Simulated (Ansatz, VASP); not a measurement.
## Two plane-wave programs on Ta2Ru

```
Ta Ru
1.0
     5.93147    0.00000    0.00000
    -2.96574    5.13681    0.00000
     0.00000    0.00000    3.78435
Ta Ru
4 2
Direct
  0.66120 0.00000 0.50000
  0.00000 0.66120 0.50000
  0.33880 0.33880 0.50000
  0.00000 0.00000 0.50000
  0.33333 0.66667 0.50000
  0.66667 0.33333 0.50000
```

Alike in both runs: task single point; functional PBE; k mesh 3 × 3 × 4; occupations gaussian, width 0.1 eV; no spin polarisation.

|  | VASP | Ansatz |
| --- | --- | --- |
| version | VASP 6.6.1 | Ansatz 0.2.0 |
| potentials or method | VASP PAW PBE potentials, release 64 (Ta_pv, Ru_pv), cutoff 520 eV | scalar-relativistic, plane waves, PAW |
| valence electrons in the cell | 72 | 84 |

Ansatz gave:

| Property | Result |
| --- | --- |
| gap on the k mesh at the Fermi level (eV) | none |
| rms of the force components (eV/Å) | 0.367 |

Question: Estimate VASP's values.

Answer: gap on the k mesh at the Fermi level (eV): none; rms of the force components (eV/Å): 0.481.

Atom by atom the forces differ by 0.114 eV/Å (rms over components). A gap of «none» marks a metal or a gap that the smearing closes. The functional is the same, so the differences come from potentials, cutoffs and numerics. VASP's potentials hold 72 valence electrons a cell and Ansatz's 84, so a difference there can come from the potentials and not from the codes.

The k mesh is coarse, so the values compare programs but aren't converged. Spin-orbit coupling is off throughout.
